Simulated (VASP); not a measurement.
Here is a VASP 6.6.1 calculation.

The input POSCAR:

```
TiO2
1.0
    4.6423881619      0.0000000000      0.0000000000
    0.0000000000      4.6423881619      0.0000000000
    0.0000000000      0.0000000000      2.9033802601
Ti O
2 4
Direct
    0.5000000000      0.5000000000      0.0000000000
    0.0000000000      0.0000000000      0.5000000000
    0.6956231230      0.6956231230      0.5000000000
    0.8043768770      0.1956231230      0.0000000000
    0.1956231230      0.8043768770      0.0000000000
    0.3043768770      0.3043768770      0.5000000000
```

Contents of INCAR.step1:

```
PREC     = Accurate       # precision mode
ENCUT    = 520            # plane-wave cutoff, eV
ISMEAR   = 0              # smearing method
SIGMA    = 0.02           # smearing width, eV
LREAL    = F              # projectors in reciprocal space
LASPH    = T              # aspherical terms in the spheres
NELM     = 150            # most SCF steps
LMAXMIX  = 4              # l up to which the mixer works
LDAU     = T              # DFT+U
LDAUTYPE = 2            
LDAUL    = 2 -1           # shell
LDAUU    = 4 0            # U, eV
LDAUJ    = 0 0          
NBANDS   = 33             # bands
GGA      = PE             # functional
ALGO     = Normal         # electronic algorithm
EDIFF    = 1E-4           # SCF threshold, eV
LWAVE    = T              # write WAVECAR
LCHARG   = F              # write CHGCAR
```

INCAR.step2

```
PREC     = Accurate       # precision mode
ENCUT    = 520            # plane-wave cutoff, eV
EDIFF    = 1E-7           # SCF threshold, eV
ISMEAR   = 0              # smearing method
SIGMA    = 0.02           # smearing width, eV
LREAL    = F              # projectors in reciprocal space
LASPH    = T              # aspherical terms in the spheres
NELM     = 150            # most SCF steps
ALGO     = Normal         # electronic algorithm
ISIF     = 2              # what is computed and relaxed
LWAVE    = F              # write WAVECAR
LCHARG   = F              # write CHGCAR
LMAXMIX  = 4              # l up to which the mixer works
LDAU     = T              # DFT+U
LDAUTYPE = 2            
LDAUL    = 2 -1           # shell
LDAUU    = 4 0            # U, eV
LDAUJ    = 0 0          
LDAUPRINT= 1            
METAGGA  = R2SCAN         # meta-GGA
LMIXTAU  = T            
NBANDS   = 33             # bands
ISTART   = 1
```

The input KPOINTS:

```
Automatic mesh
0
Gamma
  6 6 8
```

Potentials or basis: VASP PAW PBE potentials, release 64 (Ti_sv, O).

Command:

```sh
$ cat potpaw_PBE.64/Ti_sv/POTCAR potpaw_PBE.64/O/POTCAR > POTCAR
$ cp INCAR.step1 INCAR
$ mpirun -np 1 vasp_std > vasp.out
$ cp INCAR.step2 INCAR
$ mpirun -np 1 vasp_std > vasp.out
```

Q: Predict the band gap on the k mesh.

A: 2.79 eV (least direct gap 2.82 eV).

Q: Estimate the pressure.

A: 9.5 GPa.

Forces on the atoms (eV/Å):
```
Ti   0.000  0.000  0.000
Ti   0.000  0.000  0.000
O    0.144  0.144  0.000
O   -0.144  0.144  0.000
O    0.144 -0.144  0.000
O   -0.144 -0.144  0.000
```

Caveat: the cell differs from its parent crystal (uniaxial strain along c: -3.0 %, then relaxed in part); the stress differs along the axes, from 5 to 19 GPa; the PAW data sets were made with another functional, which shifts forces and pressure a little. A k mesh can miss the band edges.
